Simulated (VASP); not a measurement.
# Ru (P6_3/mmc) in VASP: a series of runs

Runs on Ru. Level: r2SCAN. Tasks: single point.

Everything below comes from runs of VASP 6.6.1. Logs are shortened: lines on timing, memory, paths and dates and some standing lists are left out, and cuts for length are marked.

### 1 The cell of the first run

The structure is hexagonal, space group P6_3/mmc (No. 194). The conventional cell has a = 2.706 Å, b = 2.706 Å, c = 4.255 Å, α = 90.00°, β = 90.00°, γ = 120.00°. Ru (site symmetry -6m2) has 12 Ru at 2.64 to 2.71 Å within 3.5 Å.

### 2 Single point, r2SCAN, collinear spin, ferromagnetic start

Contents of POSCAR:

```
Ru
1.0
    2.7061557017      0.0000000000      0.0000000000
   -1.3530778508      2.3435995843      0.0000000000
    0.0000000000      0.0000000000      4.2551733744
Ru
2
Direct
    0.3333333333      0.6666666667      0.2500000000
    0.6666666667      0.3333333333      0.7500000000
```

Contents of INCAR.step1:

```
SYSTEM = Ru
PREC = Accurate
ENCUT = 520
ISMEAR = -1
SIGMA = 0.05
LREAL = .False.
LASPH = .True.
NELM = 150
ISPIN = 2
MAGMOM = 1 1
LMAXMIX = 4
NBANDS = 25
GGA = PE
ALGO = Normal
EDIFF = 1E-4
LWAVE = .True.
LCHARG = .False.
```

Contents of INCAR.step2:

```
SYSTEM = Ru
PREC = Accurate
ENCUT = 520
EDIFF = 1E-7
ISMEAR = -1
SIGMA = 0.05
LREAL = .False.
LASPH = .True.
NELM = 150
ALGO = Normal
ISIF = 2
LWAVE = .False.
LCHARG = .False.
ISPIN = 2
MAGMOM = 1 1
LORBIT = 11
LMAXMIX = 4
METAGGA = R2SCAN
LMIXTAU = .True.
NBANDS = 25
ISTART = 1
```

Contents of KPOINTS:

```
regular mesh
0
Gamma
  13 13 8
  0 0 0
```

Potentials or basis: VASP PAW PBE potentials, release 64 (Ru_pv).

Started as:

```bash
$ cat potpaw_PBE.64/Ru_pv/POTCAR > POTCAR
$ cp INCAR.step1 INCAR
$ mpirun -np 1 vasp_std > vasp.out
$ cp INCAR.step2 INCAR
$ mpirun -np 1 vasp_std > vasp.out
```

OUTCAR:

```text
SYSTEM = Ru
   PREC = Accurate
   ENCUT = 520
   EDIFF = 1E-7
   ISMEAR = -1
   LREAL = .False.
   LASPH = .True.
   NELM = 150
   ISIF = 2
   ISPIN = 2
   LORBIT = 11
   METAGGA = R2SCAN
   ISTART = 1

 ion  position               nearest neighbor table
   1  0.333  0.667  0.250-   2 2.64   2 2.64   2 2.64   2 2.64   2 2.64   2 2.64
   2  0.667  0.333  0.750-   1 2.64   1 2.64   1 2.64   1 2.64   1 2.64   1 2.64

  LATTYP: Found a hexagonal cell.
 ALAT       =     2.7061557017
 C/A-ratio  =     1.5724052285

  Lattice vectors:

 A1 = (   2.7061557017,   0.0000000000,   0.0000000000)
 A2 = (  -1.3530778508,   2.3435995843,   0.0000000000)
 A3 = (   0.0000000000,   0.0000000000,   4.2551733744)

Analysis of symmetry for initial positions (statically):
=====================================================================
 Subroutine PRICEL returns:
 Original cell was already a primitive cell.

 Routine SETGRP: Setting up the symmetry group for a
 hexagonal supercell.

 Subroutine GETGRP returns: Found 24 space group operations
 (whereof 12 operations were pure point group operations)
 out of a pool of 24 trial point group operations.

The static configuration has the point symmetry D_3d.
 The point group associated with its full space group is D_6h.

Analysis of symmetry for dynamics (positions and initial velocities):
=====================================================================
 Subroutine PRICEL returns:
 Original cell was already a primitive cell.

 Routine SETGRP: Setting up the symmetry group for a
 hexagonal supercell.

 Subroutine GETGRP returns: Found 24 space group operations
 (whereof 12 operations were pure point group operations)
 out of a pool of 24 trial point group operations.

The dynamic configuration has the point symmetry D_3d.
 The point group associated with its full space group is D_6h.

Analysis of structural, dynamic, and magnetic symmetry:
=====================================================================
 Subroutine PRICEL returns:
 Original cell was already a primitive cell.

 Routine SETGRP: Setting up the symmetry group for a
 hexagonal supercell.

 Subroutine GETGRP returns: Found 24 space group operations
 (whereof 12 operations were pure point group operations)
 out of a pool of 24 trial point group operations.

The overall configuration has the point symmetry D_3d.
 The point group associated with its full space group is D_6h.

 Subroutine INISYM returns: Found 24 space group operations
 (whereof 12 operations are pure point group operations),
 and found     1 'primitive' translations

----------------------------------------------------------------------------------------

                                     Primitive cell

  volume of cell :      26.9869

  direct lattice vectors                    reciprocal lattice vectors
     2.706155702  0.000000000  0.000000000     0.369527888  0.213347025  0.000000000
    -1.353077851  2.343599584  0.000000000     0.000000000  0.426694051  0.000000000
     0.000000000  0.000000000  4.255173374     0.000000000  0.000000000  0.235008051

  length of vectors
     2.706155702  2.706155702  4.255173374     0.426694051  0.426694051  0.235008051

  position of ions in fractional coordinates (direct lattice)
     0.333333333  0.666666667  0.250000000
     0.666666667  0.333333333  0.750000000

  ion indices of the primitive-cell ions
   primitive index   ion index
                 1           1
                 2           2

----------------------------------------------------------------------------------------

 KPOINTS: regular mesh

Automatic generation of k-mesh.
 Grid dimensions read from file:
 generate k-points for:   13   13    8

 Generating k-lattice:

  Cartesian coordinates                     Fractional coordinates (reciprocal lattice)
     0.028425222  0.016411310  0.000000000     0.076923077  0.000000000  0.000000000
     0.000000000  0.032822619  0.000000000     0.000000000  0.076923077  0.000000000
     0.000000000  0.000000000  0.029376006     0.000000000  0.000000000  0.125000000

  Length of vectors
     0.032822619  0.032822619  0.029376006

  Shift w.r.t. Gamma in fractional coordinates (k-lattice)
     0.000000000  0.000000000  0.000000000

 Subroutine IBZKPT returns following result:
 ===========================================

 Found    105 irreducible k-points:

 Following reciprocal coordinates:
            Coordinates               Weight
  0.000000  0.000000  0.000000      1.000000
  0.076923  0.000000  0.000000      6.000000
  0.153846  0.000000  0.000000      6.000000
  0.230769 -0.000000  0.000000      6.000000
  0.307692  0.000000  0.000000      6.000000
  0.384615  0.000000  0.000000      6.000000
[... 16 lines left out ...]
  0.076923  0.000000  0.125000     12.000000
  0.153846  0.000000  0.125000     12.000000
 [... further k-points ...]
   k-points           NKPTS =    105   k-points in BZ     NKDIM =    105   number of bands    NBANDS=     25
   number of dos      NEDOS =    301   number of ions     NIONS =      2
   total plane-waves  NPLWV =  12800
   dimension x,y,z NGX =    20 NGY =   20 NGZ =   32
   dimension x,y,z NGXF=    40 NGYF=   40 NGZF=   64
   ions per type =               2
   NGX,Y,Z   is equivalent  to a cutoff of  12.29, 12.29, 12.50 a.u.
   NGXF,Y,Z  is equivalent  to a cutoff of  24.57, 24.57, 25.00 a.u.
 SYSTEM =  Ru
   PREC   = accura    normal or accurate (medium, high low for compatibility)
   ISTART =      1    job   : 0-new  1-cont  2-samecut
   ICHARG =      0    charge: 1-file 2-atom 10-const
   ISPIN  =      2    spin polarized calculation?
   LNONCOLLINEAR =      F non collinear calculations
   LSORBIT =      F    spin-orbit coupling
   LASPH  =      T    aspherical Exc in radial PAW
   ENCUT  =  520.0 eV  38.22 Ry    6.18 a.u.   5.03  5.03  7.91*2*pi/ulx,y,z
   NELM   =    150;   NELMIN=  2; NELMDL=  0     # of ELM steps
   EDIFF  = 0.1E-06   stopping-criterion for ELM
   LREAL  =      F    real-space projection
   EDIFFG = 0.1E-05   stopping-criterion for IOM
   NSW    =      0    number of steps for IOM
   IBRION =     -1    ionic relax: 0-MD 1-quasi-New 2-CG
   NFREE  =      0    steps in history (QN), initial steepest desc. (CG)
   ISIF   =      2    stress and relaxation
   ISYM   =      2    0-nonsym 1-usesym 2-fastsym
   POTIM  = 0.5000    time-step for ionic-motion
   TEBEG  =    0.0;   TEEND  =   0.0 temperature during run
   PSTRESS=    0.0 pullay stress
   NELECT =      28.0000    total number of electrons
   NUPDOWN=      -1.0000    fix difference up-down
   EMIN   =  10.00;   EMAX   =-10.00  energy-range for DOS
   EFERMI =   0.00;   METHOD = LEGACY
   ISMEAR =    -1;   SIGMA  =   0.05  broadening in eV -4-tet -1-fermi 0-gaus
   EFERMI_NEDOS =   21; number of points for ismear=-14 and -15
   IALGO  =     38    algorithm
   IMIX   =      4    mixing-type and parameters
     AMIX     =   0.40;   BMIX     =  1.00
     AMIX_MAG =   1.60;   BMIX_MAG =  1.00
  volume/ion in A,a.u.               =      13.49        91.06
  Fermi-wavevector in a.u.,A,eV,Ry     =   1.657333  3.131905 37.371824  2.746752
  Thomas-Fermi vector in A             =   2.745104
   LORBIT       =     11    0 simple, 1 ext, 2 COOP (PROOUT), +10 PAW based schemes
   METAGGA = R2SCAN    functional components
   LHFCALC =     F    Hartree Fock is set to
   AEXX    =    0.0000 exact exchange contribution
   IVDW    =     0    specifies the selected vdW correction
   LEPSILON=     F    determine dielectric tensor
   LRPA    =     F    only Hartree local field effects (RPA)
 spin polarized calculation
  energy-cutoff  :      520.00
  volume of cell :       26.99
 maximum number of plane-waves:       743
 NGX is ok and might be reduce to    20
   NGX =  9   NGY =  9   NGZ = 15

 number of electron      28.0000003 magnetization       0.0000001

 number of electron      28.0000003 magnetization      -0.0000001

 Free energy of the ion-electron system (eV)
  ---------------------------------------------------
  ext. energy  EPLUGINS =         0.00000000
  ---------------------------------------------------
  free energy    TOTEN  =       -50.86114972 eV

  energy without entropy =      -50.84896904  energy(sigma->0) =      -50.85505938

 E-fermi :  12.8898     XC(G=0): -15.4519

 val. band max:       12.8864131640   @ k =   0.2308   0.0769   0.2500
 cond. band min:      12.9238089629   @ k =   0.3077   0.1538   0.2500
 fundamental gap:      0.0373957989
 Fermi energy:        12.8897588581

 spin component 1

 k-point     1 :       0.0000    0.0000    0.0000
  band No.  band energies     occupation
      1     -32.2810      1.00000
      2     -31.2554      1.00000
      3     -31.2553      1.00000
      4     -31.0627      1.00000
      5     -31.0627      1.00000
      6     -31.0061      1.00000
[... 17 lines left out ...]
     24      31.8753      0.00000
     25      36.8620      0.00000

 k-point     2 :       0.0769    0.0000    0.0000
  band No.  band energies     occupation
      1     -32.2588      1.00000
      2     -31.3016      1.00000
      3     -31.2711      1.00000
      4     -31.1112      1.00000
      5     -31.0688      1.00000
      6     -31.0167      1.00000
[... 17 lines left out ...]
     24      32.1874      0.00000
     25      35.2532      0.00000

 k-point     3 :       0.1538    0.0000    0.0000
  band No.  band energies     occupation
      1     -32.1946      1.00000
      2     -31.4297      1.00000
      3     -31.3135      1.00000
      4     -31.2429      1.00000
      5     -31.0867      1.00000
      6     -31.0487      1.00000
[... 552 lines left out ...]
 k-point    23 :       0.0769    0.0000    0.1250
  band No.  band energies     occupation
      1     -32.2152      1.00000
      2     -31.2931      1.00000
      3     -31.2635      1.00000
      4     -31.1370      1.00000
      5     -31.0766      1.00000
      6     -31.0480      1.00000
[... 17 lines left out ...]
     24      32.2117      0.00000
     25      34.3513      0.00000

 k-point    24 :       0.1538    0.0000    0.1250
  band No.  band energies     occupation
      1     -32.1588      1.00000
      2     -31.4174      1.00000
      3     -31.3050      1.00000
      4     -31.2754      1.00000
      5     -31.0955      1.00000
      6     -31.0680      1.00000
[... 17 lines left out ...]
     24      32.0118      0.00000
     25      33.4530      0.00000

 [... further k-points ...]

 spin component 2

 k-point     1 :       0.0000    0.0000    0.0000
  band No.  band energies     occupation
      1     -32.2810      1.00000
      2     -31.2554      1.00000
      3     -31.2553      1.00000
      4     -31.0627      1.00000
      5     -31.0627      1.00000
      6     -31.0061      1.00000
[... 17 lines left out ...]
     24      31.8753      0.00000
     25      36.8620      0.00000

 k-point     2 :       0.0769    0.0000    0.0000
  band No.  band energies     occupation
      1     -32.2588      1.00000
      2     -31.3016      1.00000
      3     -31.2711      1.00000
      4     -31.1112      1.00000
      5     -31.0688      1.00000
      6     -31.0167      1.00000
[... 17 lines left out ...]
     24      32.1874      0.00000
     25      35.2532      0.00000

 k-point     3 :       0.1538    0.0000    0.0000
  band No.  band energies     occupation
      1     -32.1946      1.00000
      2     -31.4297      1.00000
      3     -31.3135      1.00000
      4     -31.2429      1.00000
      5     -31.0867      1.00000
      6     -31.0487      1.00000
[... 552 lines left out ...]
 k-point    23 :       0.0769    0.0000    0.1250
  band No.  band energies     occupation
      1     -32.2152      1.00000
      2     -31.2931      1.00000
      3     -31.2635      1.00000
      4     -31.1370      1.00000
      5     -31.0766      1.00000
      6     -31.0480      1.00000
[... 17 lines left out ...]
     24      32.2117      0.00000
     25      34.3513      0.00000

 k-point    24 :       0.1538    0.0000    0.1250
  band No.  band energies     occupation
      1     -32.1588      1.00000
      2     -31.4174      1.00000
      3     -31.3050      1.00000
      4     -31.2754      1.00000
      5     -31.0955      1.00000
      6     -31.0680      1.00000
[... 17 lines left out ...]
     24      32.0118      0.00000
     25      33.4527      0.00000

 [... further k-points ...]

------------------------ aborting loop because EDIFF is reached ----------------------------------------

  FORCE on cell =-STRESS in cart. coord.  units (eV):
  Direction    XX          YY          ZZ          XY          YZ          ZX
  --------------------------------------------------------------------------------------
  -------------------------------------------------------------------------------------
  Total        0.2504154      0.2504154      0.2770955      0.0000000     -0.0000000     -0.0000000
  in kB       14.8668209     14.8668209     16.4507852      0.0000000     -0.0000000     -0.0000000
  external PRESSURE =      15.3948090 kB  Pullay stress =       0.0000000 kB

 VOLUME and BASIS-vectors are now :
 -----------------------------------------------------------------------------
  energy-cutoff  :      520.00
  volume of cell :       26.99
      direct lattice vectors                 reciprocal lattice vectors
     2.706155702  0.000000000  0.000000000     0.369527888  0.213347025  0.000000000
    -1.353077851  2.343599584  0.000000000     0.000000000  0.426694051  0.000000000
     0.000000000  0.000000000  4.255173374     0.000000000  0.000000000  0.235008051

 POSITION                                       TOTAL-FORCE (eV/Angst)
 -----------------------------------------------------------------------------------
     -0.00000      1.56240      1.06379         0.000000      0.000000      0.000000
      1.35308      0.78120      3.19138        -0.000000     -0.000000      0.000000
 -----------------------------------------------------------------------------------
    total drift:                                0.000000     -0.000000      0.000000

  FREE ENERGIE OF THE ION-ELECTRON SYSTEM (eV)
  ---------------------------------------------------
  free  energy   TOTEN  =       -50.8611497236 eV

  energy  without entropy=      -50.8489690450  energy(sigma->0) =      -50.85505938

 total charge

# of ion       s       p       d       tot
------------------------------------------
    1        0.411   6.320   5.958  12.690
    2        0.411   6.320   5.958  12.690
--------------------------------------------------
tot          0.822  12.640  11.917  25.379

 magnetization (x)

# of ion       s       p       d       tot
------------------------------------------
    1       -0.000  -0.000  -0.000  -0.000
    2       -0.000  -0.000  -0.000  -0.000
--------------------------------------------------
tot         -0.000  -0.000  -0.000  -0.000
```

It took 5 min on 1 thread of Intel Xeon Platinum 8259CL at 2.50GHz (Skylake/Cascade Lake), shared host; peak memory 0.22 GiB.

Results:

| Property | Result |
| --- | --- |
| Free energy | -50.8611 eV |
| Pressure | 1.5 GPa |
| Band gap on the k mesh | zero (filled and empty bands overlap) |
| Net moment | 0.00 μB per cell |
| Valence electrons inside the program's atomic spheres | Ru 12.69 |

Stress tensor (GPa, compression positive):
```
1.49 0.00 0.00
0.00 1.49 0.00
0.00 0.00 1.65
```

Caveat: an empty level that is flat over the whole mesh can mark a ghost state of the potentials, or a narrow d or f band; the PAW data sets were made with another functional, which shifts forces and pressure a little.

### 3 Single point, r2SCAN, collinear spin, ferromagnetic start (12.95 Å³/atom)

This run uses another cell than the first one, of 12.95 Å³/atom.

Contents of POSCAR:

```
Ru
1.0
    2.6695815467      0.0000000000      0.0000000000
   -1.3347907733      2.3119254369      0.0000000000
    0.0000000000      0.0000000000      4.1976639817
Ru
2
Direct
    0.3333333333      0.6666666667      0.2500000000
    0.6666666667      0.3333333333      0.7500000000
```

Contents of INCAR.step1:

```
SYSTEM = Ru
ALGO     = Normal         ! electronic algorithm
EDIFF    = 1E-5           ! SCF threshold, eV
ENCUT    = 550            ! plane-wave cutoff, eV
GGA      = PE             ! functional
GGA_COMPAT= .False.      
ISMEAR   = -1             ! smearing method
ISPIN    = 2              ! spin polarisation
LASPH    = .True.         ! aspherical terms in the spheres
LCHARG   = .False.        ! write CHGCAR
LMAXMIX  = 4              ! l up to which the mixer works
LREAL    = .False.        ! projectors in reciprocal space
LWAVE    = .True.         ! write WAVECAR
MAGMOM   = 1 1            ! initial moments
NBANDS   = 25             ! bands
NELM     = 200            ! most SCF steps
PREC     = Accurate       ! precision mode
SIGMA    = 0.05           ! smearing width, eV
```

Contents of INCAR.step2:

```
SYSTEM = Ru
ALGO     = Normal         ! electronic algorithm
EDIFF    = 1E-6           ! SCF threshold, eV
ENCUT    = 550            ! plane-wave cutoff, eV
GGA_COMPAT= .False.      
ISIF     = 2              ! what is computed and relaxed
ISMEAR   = -1             ! smearing method
ISPIN    = 2              ! spin polarisation
ISTART   = 1            
LASPH    = .True.         ! aspherical terms in the spheres
LCHARG   = .False.        ! write CHGCAR
LMAXMIX  = 4              ! l up to which the mixer works
LMIXTAU  = .True.       
LORBIT   = 11             ! projections on sites
LREAL    = .False.        ! projectors in reciprocal space
LWAVE    = .False.        ! write WAVECAR
MAGMOM   = 1 1            ! initial moments
METAGGA  = R2SCAN         ! meta-GGA
NBANDS   = 25             ! bands
NELM     = 200            ! most SCF steps
PREC     = Accurate       ! precision mode
SIGMA    = 0.05           ! smearing width, eV
```

Contents of KPOINTS:

```
k-points
0
Gamma
  22 22 12
  0 0 0
```

Potentials or basis: VASP PAW PBE potentials, release 64 (Ru_pv).

Started as:

```bash
$ cat potpaw_PBE.64/Ru_pv/POTCAR > POTCAR
$ cp INCAR.step1 INCAR
$ mpirun -np 1 vasp_std > vasp.out
$ cp INCAR.step2 INCAR
$ mpirun -np 1 vasp_std > vasp.out
```

Run time: 17 min. Hardware: 1 thread of Intel Xeon Platinum 8259CL at 2.50GHz (Skylake/Cascade Lake), shared host; peak memory 0.42 GiB.

Results (log left out):

```
Free energy                                           : -50.8031 eV
Pressure                                              : 17.1 GPa
Band gap on the k mesh                                : zero (filled and empty bands overlap)
Net moment                                            : 0.00 μB per cell
Valence electrons inside the program's atomic spheres : Ru 12.78
```

Stress tensor (GPa, compression positive):
```
16.22  0.00  0.00
 0.00 16.22  0.00
 0.00  0.00 18.82
```

Levels at points of the mesh, in eV from the Fermi level:
Spin up:
```csv
k point,band 10,band 11,band 12,band 13,band 14,band 15,band 16,band 17,band 18,band 19
"(0.00, 0.00, 0.00)",-2.92,-2.65,-2.14,-2.14,-1.63,-1.63,1.31,1.31,1.49,8.41
"(0.50, 0.00, 0.00)",-3.44,-2.28,-1.98,-1.65,1.55,2.03,2.17,4.49,6.76,8.41
"(0.00, 0.00, 0.50)",-3.13,-3.13,-3.13,-2.95,-2.95,0.61,0.61,0.61,0.61,8.41
"(0.50, 0.00, 0.50)",-5.07,-1.23,-1.23,0.49,0.49,1.85,1.85,3.73,3.73,8.41
```
Spin down:
| k point | band 10 | band 11 | band 12 | band 13 | band 14 | band 15 | band 16 | band 17 | band 18 | band 19 |
| --- | --- | --- | --- | --- | --- | --- | --- | --- | --- | --- |
| (0.00, 0.00, 0.00) | -2.92 | -2.65 | -2.14 | -2.14 | -1.63 | -1.63 | 1.31 | 1.31 | 1.49 | 8.41 |
| (0.50, 0.00, 0.00) | -3.44 | -2.28 | -1.98 | -1.65 | 1.55 | 2.03 | 2.17 | 4.49 | 6.76 | 8.41 |
| (0.00, 0.00, 0.50) | -3.13 | -3.13 | -3.13 | -2.95 | -2.95 | 0.61 | 0.61 | 0.61 | 0.61 | 8.41 |
| (0.50, 0.00, 0.50) | -5.07 | -1.23 | -1.23 | 0.49 | 0.49 | 1.85 | 1.85 | 3.73 | 3.73 | 8.41 |

Caveat: the cell stands under pressure; an empty level that is flat over the whole mesh can mark a ghost state of the potentials, or a narrow d or f band; the PAW data sets were made with another functional, which shifts forces and pressure a little.

(Part 1 of 2 ends here.)

The gap in the log of VASP goes by the Fermi energy; the results here count the filled bands.